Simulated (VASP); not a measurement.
# NiGe (vib) (Pnma) in VASP: notebook, part 2 of 2

VASP 6.6.1.

## 3. Single point, LDA

INCAR

```
  PREC = Accurate
  ENCUT = 600
  EDIFF = 1E-6
  ISMEAR = -1
  SIGMA = 0.15
  LREAL = False
  LASPH = True
  NELM = 120
  ALGO = Normal
  ISIF = 2
  LWAVE = False
  LCHARG = False
  NBANDS = 58
  GGA_COMPAT = False
```

KPOINTS

```
Automatic mesh
0
Gamma
  6 8 6
```

POSCAR

```
NiGe
1.0
    5.2682346926      0.0000000000      0.0000000000
    0.0000000000      3.4013057206      0.0000000000
    0.0000000000      0.0000000000      5.6947980272
Ni Ge
4 4
Direct
    0.5068419002      0.2500000000      0.6901532783
    0.4931580998      0.7500000000      0.3098467217
    0.0068419002      0.2500000000      0.8098467217
    0.9931580998      0.7500000000      0.1901532783
    0.6900522571      0.2500000000      0.0877357845
    0.3099477429      0.7500000000      0.9122642155
    0.1900522571      0.2500000000      0.4122642155
    0.8099477429      0.7500000000      0.5877357845
```

Potentials or basis: VASP PAW LDA potentials, release 64 (Ni, Ge_d).

Launch:

```sh
$ cat potpaw_LDA.64/Ni/POTCAR potpaw_LDA.64/Ge_d/POTCAR > POTCAR
$ mpirun -np 1 vasp_std > vasp.out
```

OUTCAR:

```text
PREC = Accurate
   ENCUT = 600
   EDIFF = 1E-6
   ISMEAR = -1
   LREAL = False
   LASPH = True
   NELM = 120
   ISIF = 2

 ion  position               nearest neighbor table
   1  0.507  0.250  0.690-   7 2.30   6 2.36   6 2.36   8 2.40   8 2.40   5 2.46   3 2.72   3 2.72
                             2 2.75   2 2.75
   2  0.493  0.750  0.310-   8 2.30   5 2.36   5 2.36   7 2.40   7 2.40   6 2.46   4 2.72   4 2.72
                             1 2.75   1 2.75
   3  0.007  0.250  0.810-   5 2.30   8 2.36   8 2.36   6 2.40   6 2.40   7 2.46   1 2.72   1 2.72
                             4 2.75   4 2.75
   4  0.993  0.750  0.190-   6 2.30   7 2.36   7 2.36   5 2.40   5 2.40   8 2.46   2 2.72   2 2.72
                             3 2.75   3 2.75
   5  0.690  0.250  0.088-   3 2.30   2 2.36   2 2.36   4 2.40   4 2.40   1 2.46   6 2.81   6 2.81

   6  0.310  0.750  0.912-   4 2.30   1 2.36   1 2.36   3 2.40   3 2.40   2 2.46   5 2.81   5 2.81

   7  0.190  0.250  0.412-   1 2.30   4 2.36   4 2.36   2 2.40   2 2.40   3 2.46   8 2.81   8 2.81

   8  0.810  0.750  0.588-   2 2.30   3 2.36   3 2.36   1 2.40   1 2.40   4 2.46   7 2.81   7 2.81

  LATTYP: Found a simple orthorhombic cell.
 ALAT       =     3.4013057206
 B/A-ratio  =     1.5488859648
 C/A-ratio  =     1.6742976066

  Lattice vectors:

[... 195 lines left out ...]
 fundamental gap:      0.0452457374
 Fermi energy:         9.3093179339

 k-point     1 :       0.0000    0.0000    0.0000
  band No.  band energies     occupation
      1     -15.4909      2.00000
      2     -15.4763      2.00000
      3     -15.4675      2.00000
      4     -15.4659      2.00000
      5     -15.4493      2.00000
      6     -15.4263      2.00000
[... 1453 lines left out ...]
     57      15.4161      0.00000
     58      15.4161      0.00000

 [... further k-points ...]
[... 5 lines left out ...]
  --------------------------------------------------------------------------------------
  -------------------------------------------------------------------------------------
  Total        0.2401343      0.1530336      0.2069178     -0.0000000      0.0000000      0.0000000
  in kB        3.7702973      2.4027478      3.2487735     -0.0000000      0.0000000      0.0000000
  external PRESSURE =       3.1406062 kB  Pullay stress =       0.0000000 kB

 VOLUME and BASIS-vectors are now :
 -----------------------------------------------------------------------------
  energy-cutoff  :      600.00
  volume of cell :      102.04
      direct lattice vectors                 reciprocal lattice vectors
     5.268234693  0.000000000  0.000000000     0.189816904  0.000000000  0.000000000
     0.000000000  3.401305721  0.000000000     0.000000000  0.294004739  0.000000000
     0.000000000  0.000000000  5.694798027     0.000000000  0.000000000  0.175598853

 POSITION                                       TOTAL-FORCE (eV/Angst)
 -----------------------------------------------------------------------------------
      2.67016      0.85033      3.93028         0.015281      0.000000     -0.003943
      2.59807      2.55098      1.76451        -0.015281      0.000000      0.003943
      0.03604      0.85033      4.61191         0.015281     -0.000000      0.003943
      5.23219      2.55098      1.08288        -0.015281      0.000000     -0.003943
      3.63536      0.85033      0.49964        -0.001407     -0.000000      0.001682
      1.63288      2.55098      5.19516         0.001407     -0.000000     -0.001682
      1.00124      0.85033      2.34776        -0.001407     -0.000000     -0.001682
      4.26699      2.55098      3.34704         0.001407      0.000000      0.001682
 -----------------------------------------------------------------------------------
    total drift:                                0.000000      0.000000     -0.000000

  FREE ENERGIE OF THE ION-ELECTRON SYSTEM (eV)
  ---------------------------------------------------
  free  energy   TOTEN  =       -50.3280662174 eV

  energy  without entropy=      -50.1451347578  energy(sigma->0) =      -50.23660049
```

OSZICAR:

```text
N       E                     dE             d eps       ncg     rms          rms(c)
DAV:   1     0.109905827244E+04    0.10991E+04   -0.44212E+04 10884   0.477E+03
DAV:   2     0.185845012661E+03   -0.91321E+03   -0.87151E+03  9280   0.109E+03
DAV:   3    -0.365007341301E+02   -0.22235E+03   -0.21279E+03  9282   0.301E+02
DAV:   4    -0.549372066872E+02   -0.18436E+02   -0.18059E+02 10432   0.970E+01
DAV:   5    -0.554256393742E+02   -0.48843E+00   -0.48698E+00 10068   0.177E+01    0.233E+01
DAV:   6    -0.611745233205E+02   -0.57489E+01   -0.78687E+01 10678   0.948E+01    0.299E+01
DAV:   7    -0.503439857669E+02    0.10831E+02   -0.28595E+01  9980   0.649E+01    0.335E+00
DAV:   8    -0.504291517071E+02   -0.85166E-01   -0.33710E+00 11198   0.119E+01    0.342E+00
DAV:   9    -0.503289299921E+02    0.10022E+00   -0.59604E-01 10418   0.779E+00    0.502E-01
DAV:  10    -0.503285741610E+02    0.35583E-03   -0.42609E-02  9884   0.211E+00    0.292E-01
DAV:  11    -0.503280615805E+02    0.51258E-03   -0.33961E-03 12866   0.470E-01    0.124E-01
DAV:  12    -0.503280750162E+02   -0.13436E-04   -0.27157E-04 11226   0.136E-01    0.360E-02
DAV:  13    -0.503280658765E+02    0.91398E-05   -0.31016E-05 13090   0.559E-02    0.619E-03
DAV:  14    -0.503280662174E+02   -0.34097E-06   -0.80290E-06  8684   0.188E-02
   1 F= -.50328066E+02 E0= -.50236600E+02  d E =-.182931E+00
```

stdout:

```text
POSCAR found type information on POSCAR NiGe
 POSCAR found :  2 types and       8 ions
 scaLAPACK will be used
 LDA part: xc-table for (Slater(with rela. corr.)+CA(PZ))
 , standard interpolation
 POSCAR, INCAR and KPOINTS ok, starting setup
 FFT: planning ... GRIDC
 FFT: planning ... GRID_SOFT
 FFT: planning ... GRID
 WAVECAR not read
 entering main loop
```

Run time: 3.9 min. Hardware: 1 thread of Intel Xeon 6975P-C (Granite Rapids), shared host; peak memory 0.5 GiB.

What came out:

```yaml
Free_energy: -50.3281 eV
Pressure: 0.3 GPa
Largest_force: 0.016 eV/Å
Band_gap_on_the_k_mesh: zero (band 48 reaches 10.21 eV, above the bottom of band 49 at 8.61 eV)
```

Forces in eV/Å, atoms in the order of the input:
```
Ni   0.015  0.000 -0.004
Ni  -0.015  0.000  0.004
Ni   0.015  0.000  0.004
Ni  -0.015  0.000 -0.004
Ge  -0.001  0.000  0.002
Ge   0.001  0.000 -0.002
Ge  -0.001  0.000 -0.002
Ge   0.001  0.000  0.002
```

Stress tensor (GPa, compression positive):
```
0.38 0.00 0.00
0.00 0.24 0.00
0.00 0.00 0.32
```

Spin polarisation is off, so any magnetic state and its effect on volume and gap are missing.
